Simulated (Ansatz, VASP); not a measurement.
# Si3N4: VASP beside Ansatz

Contents of INCAR:

```
SYSTEM = Si3N4
PREC = Accurate ; ENCUT = 520
EDIFF = 1E-8 ; ISMEAR = -1
SIGMA = 0.02 ; LREAL = .FALSE.
LASPH = .TRUE. ; NELM = 80
ALGO = Normal ; ISIF = 2
LWAVE = .FALSE. ; LCHARG = .FALSE.
GGA = CA ; LEFG = .TRUE.
NBANDS = 45
```

File KPOINTS:

```
regular mesh
0
G
  4 4 10
  0 0 0
```

File POSCAR:

```
Si3N4
1.0
    7.6045444358      0.0000000000      0.0000000000
   -3.8022722179      6.5857286656      0.0000000000
    0.0000000000      0.0000000000      2.9051990800
Si N
6 8
Direct
    0.2310824300      0.8249461500      0.7500000000
    0.4061362800      0.2310824300      0.2500000000
    0.8249461500      0.5938637200      0.2500000000
    0.1750538500      0.4061362800      0.7500000000
    0.5938637200      0.7689175700      0.7500000000
    0.7689175700      0.1750538500      0.2500000000
    0.3333333333      0.6666666667      0.7500000000
    0.6666666667      0.3333333333      0.2500000000
    0.9691944900      0.6698534000      0.7500000000
    0.2993410900      0.9691944900      0.2500000000
    0.6698534000      0.7006589100      0.2500000000
    0.3301466000      0.2993410900      0.7500000000
    0.0308055100      0.3301466000      0.2500000000
    0.7006589100      0.0308055100      0.7500000000
```

Input for Ansatz:

```yaml
crystal:
  lattice:
    - [7.6045444358, 0.0, 0.0]
    - [-3.8022722179, 6.5857286656, 0.0]
    - [0.0, 0.0, 2.90519908]
  atoms:
    - { symbol: Si, position: [0.23108243, 0.82494615, 0.75] }
    - { symbol: Si, position: [0.40613628, 0.23108243, 0.25] }
    - { symbol: Si, position: [0.82494615, 0.59386372, 0.25] }
    - { symbol: Si, position: [0.17505385, 0.40613628, 0.75] }
    - { symbol: Si, position: [0.59386372, 0.76891757, 0.75] }
    - { symbol: Si, position: [0.76891757, 0.17505385, 0.25] }
    - { symbol: "N", position: [0.3333333333, 0.6666666667, 0.75] }
    - { symbol: "N", position: [0.6666666667, 0.3333333333, 0.25] }
    - { symbol: "N", position: [0.96919449, 0.6698534, 0.75] }
    - { symbol: "N", position: [0.29934109, 0.96919449, 0.25] }
    - { symbol: "N", position: [0.6698534, 0.70065891, 0.25] }
    - { symbol: "N", position: [0.3301466, 0.29934109, 0.75] }
    - { symbol: "N", position: [0.03080551, 0.3301466, 0.25] }
    - { symbol: "N", position: [0.70065891, 0.03080551, 0.75] }
kpoints:
  mp_grid: { grid: [4, 4, 10] }
scf:
  occupations: { method: fermi_dirac, width: 0.02 }
hamiltonian:
  xc: lda
  pseudopotentials: { kind: paw }
output:
  forces: true
  stress: true
  populations: true
  efg:
    quadrupole_moments_barn: { "N": 0.02044 }
    contact_densities: true
```

Alike in both runs: task electric field gradients; functional LDA; k mesh 4 × 4 × 10; occupations fermi-dirac, width 0.02 eV; no spin polarisation.

|  | VASP | Ansatz |
| --- | --- | --- |
| version | VASP 6.6.1 | Ansatz 0.2.0 |
| potentials or method | VASP PAW LDA potentials, release 64 (Si, N) | plane-wave PAW, scalar-relativistic |
| plane-wave cutoff (eV) | 520 | 420 |
| valence electrons in the cell | 64 | 64 |

VASP gave:

- gap on the k mesh at the Fermi level (eV): 4.15
- pressure (GPa): -2.7
- traceless stress, the component that is largest in VASP (GPa): -0.31
- rms of the force components (eV/Å): 0.014
- size of Vzz on the site where it differs most (V/Å²): 44.0

What did Ansatz give for the same quantities?

gap on the k mesh at the Fermi level (eV): 4.17; pressure (GPa): -3.1; traceless stress, the component that is largest in VASP (GPa): -0.31; rms of the force components (eV/Å): 0.014; size of Vzz on the site where it differs most (V/Å²): 47.2.

LDA's correlation is that of Perdew and Zunger in VASP and of Perdew and Wang (1992) in Ansatz. Atom by atom the forces differ by 0.002 eV/Å (rms over components).
